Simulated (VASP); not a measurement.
**GaN: vibrations by perturbation theory with PBEsol**

Crystal: GaN.

```xyz
4
Lattice="3.1800 0.0000 0.0000 -1.5900 2.7540 0.0000 0.0000 0.0000 5.1660" Properties=species:S:1:pos:R:3 pbc="T T T"
Ga    0.0000    1.8360    0.0000
Ga    1.5900    0.9180    2.5830
N     0.0000    1.8360    1.9373
N     1.5900    0.9180    4.5203
```

- Program: VASP 6.6.1
- Task: vibrations by perturbation theory
- Functional: PBEsol
- Potentials or basis: VASP PAW PBE potentials, release 64 (Ga_d, N)
- Cutoff: 520 eV
- k mesh: 6 × 6 × 4
- Occupations: methfessel-paxton, width 0.1 eV
- Spin: no spin polarisation
- Dipole correction: no
- Further INCAR settings: ALGO = Normal; EDIFF = 1e-08; NBANDS = 26; IBRION = 8; NSW = 1

```
Highest phonon frequency at Γ, LO-TO splitting left out : 693 cm⁻¹
```

Phonon frequencies in cm⁻¹ (negative: imaginary):
| q point | frequencies |
| --- | --- |
| (0.000, 0.000, 0.000) | 0 0 0 135 135 335 538 538 539 547 547 693 |

Run time: 5.3 min on 1 thread of Intel Xeon 6975P-C, with other jobs on the host, peak memory 0.35 GiB.

Caveat: the k points lie up to 0.38 Å⁻¹ apart.
